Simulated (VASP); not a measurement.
# Sc2B2Sb (P6/mmm) in VASP: notebook

The runs below take Sc2B2Sb through single point, relaxation of cell and atoms, with PBE.

Program: VASP 6.6.1. These are calculated values, not measurements. Logs are shortened: lines on timing, memory, paths and dates and some standing lists are left out, and cuts for length are marked.

### 1 The cell of the first run

Symmetry: P6/mmm, No. 191, hexagonal system. Conventional cell: a = 3.248 Å, b = 3.248 Å, c = 9.090 Å, α = 90.00°, β = 90.00°, γ = 120.00°. Within 3.4 Å of Sc (site symmetry 6mm) lie 6 B at 2.50 Å and 1 Sb at 2.89 Å and 7 Sc at 3.25 to 3.30 Å. B (site symmetry -6m2) has 3 B at 1.87 Å and 6 Sc at 2.50 Å within 2.5 Å. Sb (site symmetry 6/mmm) has 2 Sc at 2.89 Å and 6 Sb at 3.25 Å within 3.8 Å.

The cell was generated, and may not be a known phase.

### 2 Single point, PBE

INCAR reads:

```
SYSTEM = Sc2B2Sb
PREC     = Accurate       ! precision mode
ENCUT    = 520            ! plane-wave cutoff, eV
EDIFF    = 1E-6           ! SCF threshold, eV
ISMEAR   = 0              ! smearing method
SIGMA    = 0.1            ! smearing width, eV
LREAL    = .False.        ! projectors in reciprocal space
LASPH    = .True.         ! aspherical terms in the spheres
NELM     = 60             ! most SCF steps
ALGO     = Normal         ! electronic algorithm
ISIF     = 2              ! what is computed and relaxed
LWAVE    = .False.        ! write WAVECAR
LCHARG   = .True.         ! write CHGCAR
GGA      = PE             ! functional
LELF     = .True.         ! ELF
LVHAR    = .True.       
NBANDS   = 24             ! bands
```

KPOINTS reads:

```
regular mesh
0
Gamma
  6 6 2
  0 0 0
```

POSCAR reads:

```
Sc2B2Sb
1.0
    3.2475154064      0.0000000000      0.0000000000
   -1.6237577032      2.8124308412      0.0000000000
    0.0000000000      0.0000000000      9.0896974276
Sc B Sb
2 2 1
Direct
    0.0000000000      0.0000000000      0.6816535120
    0.0000000000      0.0000000000      0.3183464880
    0.3333333333      0.6666666667      0.5000000000
    0.6666666667      0.3333333333      0.5000000000
    0.0000000000      0.0000000000      0.0000000000
```

Potentials or basis: VASP PAW PBE potentials, release 64 (Sc_sv, B, Sb).

The run is started by

```console
$ cat potpaw_PBE.64/Sc_sv/POTCAR potpaw_PBE.64/B/POTCAR potpaw_PBE.64/Sb/POTCAR > POTCAR
$ mpirun -np 1 vasp_std > vasp.out
```

OUTCAR:

```text
SYSTEM = Sc2B2Sb
   PREC = Accurate
   ENCUT = 520
   EDIFF = 1E-6
   ISMEAR = 0
   LREAL = .False.
   LASPH = .True.
   NELM = 60
   ISIF = 2
   GGA = PE

 ion  position               nearest neighbor table
   1  0.000  0.000  0.682-   3 2.50   4 2.50   4 2.50   3 2.50   4 2.50   3 2.50   5 2.89   2 3.30

   2  0.000  0.000  0.318-   3 2.50   4 2.50   4 2.50   3 2.50   4 2.50   3 2.50   5 2.89   1 3.30

   3  0.333  0.667  0.500-   4 1.87   4 1.87   4 1.87   1 2.50   2 2.50   2 2.50   1 2.50   2 2.50
                             1 2.50
   4  0.667  0.333  0.500-   3 1.87   3 1.87   3 1.87   1 2.50   2 2.50   1 2.50   2 2.50   1 2.50
                             2 2.50
   5  0.000  0.000  0.000-   1 2.89   2 2.89

  LATTYP: Found a hexagonal cell.
 ALAT       =     3.2475154064
 C/A-ratio  =     2.7989697631

  Lattice vectors:

 A1 = (   3.2475154064,   0.0000000000,   0.0000000000)
 A2 = (  -1.6237577032,   2.8124308412,   0.0000000000)
 A3 = (   0.0000000000,   0.0000000000,   9.0896974276)

Analysis of symmetry for initial positions (statically):
=====================================================================
 Subroutine PRICEL returns:
 Original cell was already a primitive cell.

 Routine SETGRP: Setting up the symmetry group for a
 hexagonal supercell.

 Subroutine GETGRP returns: Found 24 space group operations
 (whereof 24 operations were pure point group operations)
 out of a pool of 24 trial point group operations.

The static configuration has the point symmetry D_6h.

Analysis of symmetry for dynamics (positions and initial velocities):
=====================================================================
 Subroutine PRICEL returns:
 Original cell was already a primitive cell.

 Routine SETGRP: Setting up the symmetry group for a
 hexagonal supercell.

 Subroutine GETGRP returns: Found 24 space group operations
 (whereof 24 operations were pure point group operations)
 out of a pool of 24 trial point group operations.

The dynamic configuration has the point symmetry D_6h.

 Subroutine INISYM returns: Found 24 space group operations
 (whereof 24 operations are pure point group operations),
 and found     1 'primitive' translations

----------------------------------------------------------------------------------------

                                     Primitive cell

  volume of cell :      83.0200

  direct lattice vectors                    reciprocal lattice vectors
     3.247515406  0.000000000  0.000000000     0.307927715  0.177782149  0.000000000
    -1.623757703  2.812430841  0.000000000     0.000000000  0.355564299  0.000000000
     0.000000000  0.000000000  9.089697428     0.000000000  0.000000000  0.110014663

  length of vectors
     3.247515406  3.247515406  9.089697428     0.355564299  0.355564299  0.110014663

  position of ions in fractional coordinates (direct lattice)
     0.000000000  0.000000000  0.681653512
     0.000000000  0.000000000  0.318346488
     0.333333333  0.666666667  0.500000000
     0.666666667  0.333333333  0.500000000
     0.000000000  0.000000000  0.000000000

  ion indices of the primitive-cell ions
   primitive index   ion index
                 1           1
                 2           2
                 3           3
                 4           4
                 5           5

----------------------------------------------------------------------------------------

 KPOINTS: regular mesh

Automatic generation of k-mesh.
 Grid dimensions read from file:
 generate k-points for:    6    6    2

 Generating k-lattice:

  Cartesian coordinates                     Fractional coordinates (reciprocal lattice)
     0.051321286  0.029630358  0.000000000     0.166666667  0.000000000  0.000000000
     0.000000000  0.059260716  0.000000000     0.000000000  0.166666667  0.000000000
     0.000000000  0.000000000  0.055007332     0.000000000  0.000000000  0.500000000

  Length of vectors
     0.059260716  0.059260716  0.055007332

  Shift w.r.t. Gamma in fractional coordinates (k-lattice)
     0.000000000  0.000000000  0.000000000

 Subroutine IBZKPT returns following result:
 ===========================================

 Found     14 irreducible k-points:

 Following reciprocal coordinates:
            Coordinates               Weight
  0.000000  0.000000  0.000000      1.000000
  0.166667 -0.000000  0.000000      6.000000
  0.333333  0.000000  0.000000      6.000000
  0.500000 -0.000000  0.000000      3.000000
  0.166667  0.166667  0.000000      6.000000
  0.333333  0.166667  0.000000     12.000000
  0.333333  0.333333  0.000000      2.000000
  0.000000  0.000000  0.500000      1.000000
  0.166667 -0.000000  0.500000      6.000000
  0.333333  0.000000  0.500000      6.000000
  0.500000 -0.000000  0.500000      3.000000
  0.166667  0.166667  0.500000      6.000000
  0.333333  0.166667  0.500000     12.000000
  0.333333  0.333333  0.500000      2.000000
[... 75 lines left out ...]
      1     -42.8407      2.00000
      2     -42.8300      2.00000
      3     -21.6797      2.00000
      4     -21.5403      2.00000
      5     -21.3173      2.00000
      6     -21.3173      2.00000
[... 16 lines left out ...]
     23       9.4978      0.00000
     24       9.8032      0.00000

 k-point     2 :       0.1667   -0.0000    0.0000
  band No.  band energies     occupation
      1     -42.8293      2.00000
      2     -42.8188      2.00000
      3     -21.6615      2.00000
      4     -21.5264      2.00000
      5     -21.4087      2.00000
      6     -21.3936      2.00000
[... 16 lines left out ...]
     23       9.3567      0.00000
     24      10.1625      0.00000

 k-point     3 :       0.3333    0.0000    0.0000
  band No.  band energies     occupation
      1     -42.8064      2.00000
      2     -42.7962      2.00000
      3     -21.6276      2.00000
      4     -21.5842      2.00000
      5     -21.5678      2.00000
      6     -21.4970      2.00000
[... 16 lines left out ...]
     23       9.6430      0.00000
     24       9.7440      0.00000

 k-point     4 :       0.5000   -0.0000    0.0000
  band No.  band energies     occupation
      1     -42.7949      2.00000
      2     -42.7849      2.00000
      3     -21.6773      2.00000
      4     -21.6521      2.00000
      5     -21.6032      2.00000
      6     -21.4832      2.00000
[... 16 lines left out ...]
     23      10.2588      0.00000
     24      10.4112      0.00000

 k-point     5 :       0.1667    0.1667    0.0000
  band No.  band energies     occupation
      1     -42.8122      2.00000
      2     -42.8019      2.00000
      3     -21.6345      2.00000
      4     -21.5252      2.00000
      5     -21.5133      2.00000
      6     -21.4991      2.00000
[... 16 lines left out ...]
     23       9.3663      0.00000
     24       9.8189      0.00000

 k-point     6 :       0.3333    0.1667    0.0000
  band No.  band energies     occupation
      1     -42.7950      2.00000
      2     -42.7849      2.00000
      3     -21.6332      2.00000
      4     -21.6077      2.00000
      5     -21.6014      2.00000
      6     -21.4832      2.00000
[... 16 lines left out ...]
     23      10.2286      0.00000
     24      10.4795      0.00000
[... 109 lines left out ...]
 k-point    11 :       0.5000   -0.0000    0.5000
  band No.  band energies     occupation
      1     -42.7950      2.00000
      2     -42.7848      2.00000
      3     -21.6772      2.00000
      4     -21.6522      2.00000
      5     -21.6039      2.00000
      6     -21.4825      2.00000
[... 16 lines left out ...]
     23      10.2602      0.00000
     24      10.2620      0.00000

 k-point    12 :       0.1667    0.1667    0.5000
  band No.  band energies     occupation
      1     -42.8122      2.00000
      2     -42.8018      2.00000
      3     -21.6350      2.00000
      4     -21.5251      2.00000
      5     -21.5131      2.00000
      6     -21.4989      2.00000
[... 16 lines left out ...]
     23       9.5232      0.00000
     24       9.6073      0.00000

 k-point    13 :       0.3333    0.1667    0.5000
  band No.  band energies     occupation
      1     -42.7950      2.00000
      2     -42.7848      2.00000
      3     -21.6332      2.00000
      4     -21.6078      2.00000
      5     -21.6020      2.00000
      6     -21.4825      2.00000
[... 16 lines left out ...]
     23       9.6926      0.00000
     24      10.3934      0.00000

 k-point    14 :       0.3333    0.3333    0.5000
  band No.  band energies     occupation
      1     -42.7893      2.00000
      2     -42.7792      2.00000
      3     -21.5945      2.00000
      4     -21.5677      2.00000
      5     -21.5677      2.00000
      6     -21.5461      2.00000
[... 16 lines left out ...]
     23       9.9709      0.00000
     24       9.9931      0.00000

------------------------ aborting loop because EDIFF is reached ----------------------------------------

  FORCE on cell =-STRESS in cart. coord.  units (eV):
  Direction    XX          YY          ZZ          XY          YZ          ZX
  --------------------------------------------------------------------------------------
  -------------------------------------------------------------------------------------
  Total       -0.0181010     -0.0181010      0.2664835      0.0000000      0.0000000      0.0000000
  in kB       -0.3493262     -0.3493262      5.1427857      0.0000000      0.0000000      0.0000000
  external PRESSURE =       1.4813777 kB  Pullay stress =       0.0000000 kB

 VOLUME and BASIS-vectors are now :
 -----------------------------------------------------------------------------
  energy-cutoff  :      520.00
  volume of cell :       83.02
      direct lattice vectors                 reciprocal lattice vectors
     3.247515406  0.000000000  0.000000000     0.307927715  0.177782149  0.000000000
    -1.623757703  2.812430841  0.000000000     0.000000000  0.355564299  0.000000000
     0.000000000  0.000000000  9.089697428     0.000000000  0.000000000  0.110014663

 POSITION                                       TOTAL-FORCE (eV/Angst)
 -----------------------------------------------------------------------------------
      0.00000      0.00000      6.19602        -0.000000      0.000000      0.035460
      0.00000      0.00000      2.89367        -0.000000     -0.000000     -0.035460
     -0.00000      1.87495      4.54485         0.000000      0.000000      0.000000
      1.62376      0.93748      4.54485         0.000000      0.000000     -0.000000
      0.00000      0.00000      0.00000         0.000000      0.000000      0.000000
 -----------------------------------------------------------------------------------
    total drift:                               -0.000000      0.000000      0.000000

  FREE ENERGIE OF THE ION-ELECTRON SYSTEM (eV)
  ---------------------------------------------------
  free  energy   TOTEN  =       -32.5265355483 eV

  energy  without entropy=      -32.5127658889  energy(sigma->0) =      -32.51965072
```

It took 13 s on 1 thread of Intel Xeon 6975P-C (Granite Rapids), shared host; peak memory 0.2 GiB.

Results:

| Property | Result |
| --- | --- |
| Free energy | -32.5265 eV |
| Pressure | 0.1 GPa |
| Largest force | 0.035 eV/Å |
| Band gap on the k mesh | zero (an odd number of electrons rules out a gap without spin polarisation) |

Forces in eV/Å, atoms in the order of the input:
```
Sc   0.000  0.000  0.035
Sc   0.000  0.000 -0.035
B    0.000  0.000  0.000
B    0.000  0.000  0.000
Sb   0.000  0.000  0.000
```

Levels at points of the mesh, in eV from the Fermi level:
| k point | band 13 | band 14 | band 15 | band 16 | band 17 | band 18 | band 19 | band 20 | band 21 | band 22 |
| --- | --- | --- | --- | --- | --- | --- | --- | --- | --- | --- |
| (0.00, 0.00, 0.00) | -1.32 | -1.23 | -1.23 | 1.60 | 1.60 | 1.85 | 1.85 | 2.03 | 2.29 | 3.30 |
| (0.50, 0.00, 0.00) | -3.05 | -2.20 | -1.96 | -1.06 | -0.54 | 0.11 | 1.67 | 2.11 | 2.76 | 3.31 |
| (0.00, 0.00, 0.50) | -1.23 | -1.23 | -0.91 | 1.65 | 1.65 | 1.85 | 1.85 | 1.89 | 2.57 | 3.12 |
| (0.50, 0.00, 0.50) | -3.05 | -1.95 | -1.83 | -1.45 | -0.52 | 0.10 | 1.69 | 1.82 | 3.44 | 3.56 |

Caveat: the k points lie up to 0.37 Å⁻¹ apart, too coarse for converged energies and pressures of a metal; spin-orbit coupling is left out, which moves the levels of the heavy elements.

### 3 Single point, PBE

This run uses another cell than the first one, of 19.16 Å³/atom.

INCAR reads:

```
SYSTEM = Sc2B2Sb
  PREC = Accurate
  ENCUT = 520
  EDIFF = 1E-6
  ISMEAR = 0
  SIGMA = 0.1
  LREAL = .False.
  LASPH = .True.
  NELM = 100
  ALGO = Normal
  ISIF = 2
  LWAVE = .False.
  LCHARG = .True.
  GGA = PE
  LELF = .True.
  LVHAR = .True.
  NBANDS = 24
```

KPOINTS is that of step 2.

POSCAR reads:

```
Sc2B2Sb
1.0
    3.7208849800      0.0000000000      0.0000000000
   -1.8604424900      3.2223809200      0.0000000000
    0.0000000000      0.0000000000      7.9901937900
Sc B Sb
2 2 1
Direct
    0.0000000000      0.0000000000      0.6350128000
    0.0000000000      0.0000000000      0.3649872000
    0.3333333300      0.6666666700      0.5000000000
    0.6666666700      0.3333333300      0.5000000000
    0.0000000000      0.0000000000      0.0000000000
```

Potentials or basis: VASP PAW PBE potentials, release 64 (Sc_sv, B, Sb).

The run is started by

```console
$ cat potpaw_PBE.64/Sc_sv/POTCAR potpaw_PBE.64/B/POTCAR potpaw_PBE.64/Sb/POTCAR > POTCAR
$ mpirun -np 1 vasp_std > vasp.out
```

Run time: 19 s. Hardware: 1 thread of Intel Xeon 6975P-C (Granite Rapids), shared host; peak memory 0.21 GiB.

Results (log left out):

| Quantity | Value |
| --- | --- |
| Free energy | -27.9173 eV |
| Pressure | 2.7 GPa |
| Largest force | 6.180 eV/Å |
| Band gap on the k mesh | zero (an odd number of electrons rules out a gap without spin polarisation) |

Forces on the atoms (eV/Å):
```
Sc   0.000  0.000  6.180
Sc   0.000  0.000 -6.180
B    0.000  0.000  0.000
B    0.000  0.000  0.000
Sb   0.000  0.000  0.000
```

Stress tensor (GPa, compression positive):
```
-7.29  0.00  0.00
 0.00 -7.29  0.00
 0.00  0.00 22.77
```

Levels at points of the mesh, in eV from the Fermi level:
| k point | band 14 | band 15 | band 16 | band 17 | band 18 | band 19 |
| --- | --- | --- | --- | --- | --- | --- |
| (0.00, 0.00, 0.00) | -1.95 | -0.64 | -0.64 | 1.04 | 1.48 | 2.53 |
| (0.50, 0.00, 0.00) | -1.55 | -0.97 | -0.56 | 0.34 | 1.09 | 1.36 |
| (0.00, 0.00, 0.50) | -2.89 | -0.61 | -0.61 | 1.29 | 1.48 | 2.53 |
| (0.50, 0.00, 0.50) | -1.54 | -1.20 | -0.57 | 0.30 | 0.49 | 1.17 |

Caveat: the k points lie up to 0.39 Å⁻¹ apart, too coarse for converged energies and pressures of a metal; spin-orbit coupling is left out, which moves the levels of the heavy elements; forces of over 1 eV/Å act on the atoms, so gaps and moduli don't describe the material at rest.

### 4 Relaxation of cell and atoms, PBE

This run uses another cell than the first one, of 19.16 Å³/atom.

INCAR reads:

```
SYSTEM = Sc2B2Sb
ALGO     = Normal         ! electronic algorithm
EDIFF    = 1E-6           ! SCF threshold, eV
EDIFFG   = -0.04          ! ionic threshold
ENCUT    = 600            ! plane-wave cutoff, eV
GGA      = PE             ! functional
IBRION   = 2              ! ionic algorithm
ISIF     = 3              ! what is computed and relaxed
ISMEAR   = 0              ! smearing method
LASPH    = .TRUE.         ! aspherical terms in the spheres
LCHARG   = .FALSE.        ! write CHGCAR
LREAL    = .FALSE.        ! projectors in reciprocal space
LWAVE    = .FALSE.        ! write WAVECAR
NELM     = 60             ! most SCF steps
NSW      = 90             ! ionic steps
PREC     = Accurate       ! precision mode
SIGMA    = 0.1            ! smearing width, eV
```

KPOINTS reads:

```
k-points
0
G
  6 6 2
  0 0 0
```

POSCAR is that of step 3.

The run is started by

```console
$ cat potpaw_PBE.64/Sc_sv/POTCAR potpaw_PBE.64/B/POTCAR potpaw_PBE.64/Sb/POTCAR > POTCAR
$ mpirun -np 1 vasp_std > vasp.out
```

Wall time 1.7 min (1 thread of Intel Xeon 6975P-C (Granite Rapids), shared host); peak memory 0.26 GiB.

The run converged. Its results:

| Property | Result |
| --- | --- |
| Free energy | -32.5293 eV |
| Relaxed volume | 16.60 Å³/atom |
| Relaxed cell | a = 3.245 Å, b = 3.245 Å, c = 9.099 Å, α = 90.00°, β = 90.00°, γ = 120.00° |
| Space group after relaxing (to 0.1 Å) | P6/mmm (No. 191) |
| Energy gained by relaxing | 922.0 meV/atom |
| Ionic steps | 8 |
| Pressure after relaxing | 0.1 GPa |
| Largest force after relaxing | 0.031 eV/Å |
| Band gap on the k mesh | zero (an odd number of electrons rules out a gap without spin polarisation) |

Forces on the atoms (eV/Å):
```
Sc   0.000  0.000 -0.031
Sc   0.000  0.000  0.031
B    0.000  0.000  0.000
B    0.000  0.000  0.000
Sb   0.000  0.000  0.000
```

Stress tensor (GPa, compression positive):
```
0.05 0.00 0.00
0.00 0.05 0.00
0.00 0.00 0.16
```

Step by step:
```tsv
step	energy change (eV)	largest force (eV/Å)	pressure (GPa)	volume (Å³)
1	0.0000	6.1795	2.74	95.80
2	-3.5659	0.5260	-11.16	99.48
3	-3.6799	0.2969	-12.76	99.95
4	-4.4034	0.6220	4.77	78.92
5	-4.5707	0.5491	-2.26	84.40
6	-4.6042	0.0645	0.99	82.42
7	-4.6090	0.1080	0.09	82.93
8	-4.6100	0.0308	0.09	83.00
```

Final structure:
```
Sc B Sb
1.0
     3.24550    0.00000    0.00000
    -1.62275    2.81068    0.00000
     0.00000    0.00000    9.09904
Sc B Sb
2 2 1
Direct
  0.00000 0.00000 0.68209
  0.00000 0.00000 0.31791
  0.33333 0.66667 0.50000
  0.66667 0.33333 0.50000
  0.00000 0.00000 0.00000
```

Levels at points of the mesh, in eV from the Fermi level:
```
           k point  band 14  band 15  band 16  band 17  band 18  band 19  band 20
(0.00, 0.00, 0.00)    -1.21    -1.21     1.62     1.62     1.85     1.85     2.03
(0.50, 0.00, 0.00)    -2.20    -1.97    -1.06    -0.54     0.10     1.67     2.11
(0.00, 0.00, 0.50)    -1.21    -0.92     1.67     1.67     1.84     1.84     1.86
(0.50, 0.00, 0.50)    -1.96    -1.83    -1.46    -0.52     0.10     1.68     1.82
```

Caveat: the k points lie up to 0.37 Å⁻¹ apart in the final cell, too coarse for converged energies and pressures of a metal; spin-orbit coupling is left out, which moves the levels of the heavy elements.

### 5 The runs side by side

```csv
task,cell,cutoff (eV),gap on the mesh (eV),pressure (GPa),largest force (eV/Å)
single point,"a = 3.248, b = 3.248, c = 9.090 Å, angles 90.0, 90.0, 120.0°, 5 atoms, atomic positions A",520,none,0.1,0.04
single point,"a = 3.721, b = 3.721, c = 7.990 Å, angles 90.0, 90.0, 120.0°, 5 atoms, atomic positions B",520,none,2.7,6.18
relaxation of cell and atoms,"relaxed from a = 3.721, b = 3.721, c = 7.990 Å, angles 90.0, 90.0, 120.0°, 5 atoms, atomic positions B",600,none,0.1,0.03
```

Alike in all rows: level PBE; potentials or basis VASP PAW PBE potentials, release 64 (Sc_sv, B, Sb); no spin polarisation; k mesh 6 × 6 × 2; smearing gaussian 0.1 eV.

Caveats: all runs use coarse meshes; spin-orbit coupling is left out, which moves the levels of the heavy elements; forces of over 1 eV/Å act on the atoms, so gaps and moduli don't describe the material at rest (at least some runs).

Total energies depend on the potentials used, so only differences within one code and one set of settings carry meaning.
